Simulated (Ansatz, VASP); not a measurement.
**Two plane-wave programs on CsTlF4**

POSCAR

```
CsTlF4
1.0
    6.5644075700      0.0000000000      0.0000000000
    0.0000000000      8.4582358200      0.0000000000
    0.0000000000      0.0000000000      8.5415860600
Cs Tl F
4 4 16
Direct
    0.4834192200      0.8022325300      0.2500000000
    0.5165807800      0.1977674700      0.7500000000
    0.5165807800      0.3022325300      0.2500000000
    0.4834192200      0.6977674700      0.7500000000
    0.0000000000      0.0000000000      0.5000000000
    0.0000000000      0.0000000000      0.0000000000
    0.0000000000      0.5000000000      0.5000000000
    0.0000000000      0.5000000000      0.0000000000
    0.7055233900      0.9324234200      0.5563337100
    0.2944766100      0.0675765800      0.0563337100
    0.2944766100      0.4324234200      0.5563337100
    0.7055233900      0.5675765800      0.0563337100
    0.9024845200      0.9798175900      0.2500000000
    0.0975154800      0.0201824100      0.7500000000
    0.0975154800      0.4798175900      0.2500000000
    0.9024845200      0.5201824100      0.7500000000
    0.8820638300      0.2500000000      0.5000000000
    0.1179361700      0.7500000000      0.0000000000
    0.1179361700      0.7500000000      0.5000000000
    0.8820638300      0.2500000000      0.0000000000
    0.7055233900      0.5675765800      0.4436662900
    0.2944766100      0.4324234200      0.9436662900
    0.2944766100      0.0675765800      0.4436662900
    0.7055233900      0.9324234200      0.9436662900
```

File INCAR.step1:

```
SYSTEM = CsTlF4
PREC = Accurate
ENCUT = 520
ISMEAR = -1
SIGMA = 0.02
LREAL = Auto
LASPH = .True.
NELM = 100
NBANDS = 118
GGA = PE
ALGO = Normal
EDIFF = 1E-4
LWAVE = .True.
LCHARG = .False.
```

The input INCAR.step2:

```
SYSTEM = CsTlF4
PREC = Accurate
ENCUT = 520
EDIFF = 1E-8
ISMEAR = -1
SIGMA = 0.02
LREAL = Auto
LASPH = .True.
NELM = 100
ALGO = Normal
ISIF = 2
LWAVE = .False.
LCHARG = .False.
METAGGA = R2SCAN
LMIXTAU = .True.
LEFG = .True.
NBANDS = 118
ISTART = 1
```

KPOINTS

```
regular mesh
0
Gamma
  3 3 3
  0 0 0
```

Input for Ansatz:

```yaml
crystal:
  lattice:
    - [6.56440757, 0.0, 0.0]
    - [0.0, 8.45823582, 0.0]
    - [0.0, 0.0, 8.54158606]
  atoms:
    - { symbol: Cs, position: [0.48341922, 0.80223253, 0.25] }
    - { symbol: Cs, position: [0.51658078, 0.19776747, 0.75] }
    - { symbol: Cs, position: [0.51658078, 0.30223253, 0.25] }
    - { symbol: Cs, position: [0.48341922, 0.69776747, 0.75] }
    - { symbol: Tl, position: [0.0, 0.0, 0.5] }
    - { symbol: Tl, position: [0.0, 0.0, 0.0] }
    - { symbol: Tl, position: [0.0, 0.5, 0.5] }
    - { symbol: Tl, position: [0.0, 0.5, 0.0] }
    - { symbol: F, position: [0.70552339, 0.93242342, 0.55633371] }
    - { symbol: F, position: [0.29447661, 0.06757658, 0.05633371] }
    - { symbol: F, position: [0.29447661, 0.43242342, 0.55633371] }
    - { symbol: F, position: [0.70552339, 0.56757658, 0.05633371] }
    - { symbol: F, position: [0.90248452, 0.97981759, 0.25] }
    - { symbol: F, position: [0.09751548, 0.02018241, 0.75] }
    - { symbol: F, position: [0.09751548, 0.47981759, 0.25] }
    - { symbol: F, position: [0.90248452, 0.52018241, 0.75] }
    - { symbol: F, position: [0.88206383, 0.25, 0.5] }
    - { symbol: F, position: [0.11793617, 0.75, 0.0] }
    - { symbol: F, position: [0.11793617, 0.75, 0.5] }
    - { symbol: F, position: [0.88206383, 0.25, 0.0] }
    - { symbol: F, position: [0.70552339, 0.56757658, 0.44366629] }
    - { symbol: F, position: [0.29447661, 0.43242342, 0.94366629] }
    - { symbol: F, position: [0.29447661, 0.06757658, 0.44366629] }
    - { symbol: F, position: [0.70552339, 0.93242342, 0.94366629] }
kpoints:
  mp_grid: { grid: [3, 3, 3] }
scf:
  occupations: { method: fermi_dirac, width: 0.02 }
hamiltonian:
  xc: r2scan
  pseudopotentials: { kind: paw }
output:
  forces: true
  stress: true
  populations: true
  efg:
    quadrupole_moments_barn: { Cs: -0.00343 }
    contact_densities: true
```

Alike in both runs: task electric field gradients; functional r2SCAN; k mesh 3 × 3 × 3; occupations fermi-dirac, width 0.02 eV; no spin polarisation.

|  | VASP | Ansatz |
| --- | --- | --- |
| version | VASP 6.6.1 | Ansatz 0.2.0 |
| potentials or method | VASP PAW PBE potentials, release 64 (Cs_sv, Tl_d, F) | plane-wave PAW, scalar-relativistic |
| plane-wave cutoff (eV) | 520 | 500 |
| valence electrons in the cell | 200 | 200 |

|  | VASP | Ansatz | Ansatz less VASP |
| --- | --- | --- | --- |
| gap on the k mesh at the Fermi level (eV) | 3.39 | 3.42 | +0.032 |
| pressure (GPa) | 0.1 | -0.1 | -0.17 |
| traceless stress, the component that is largest in VASP (GPa) | 0.02 | 0.09 | +0.074 |
| rms of the force components (eV/Å) | 0.009 | 0.025 | +0.0169 |
| size of Vzz on the site where it differs most (V/Å²) | 305.2 | 260.9 | -44.29 |

VASP's potentials were made for PBE, not for r2SCAN. Atom by atom the forces differ by 0.032 eV/Å (rms over components).

Spin-orbit coupling is off throughout.
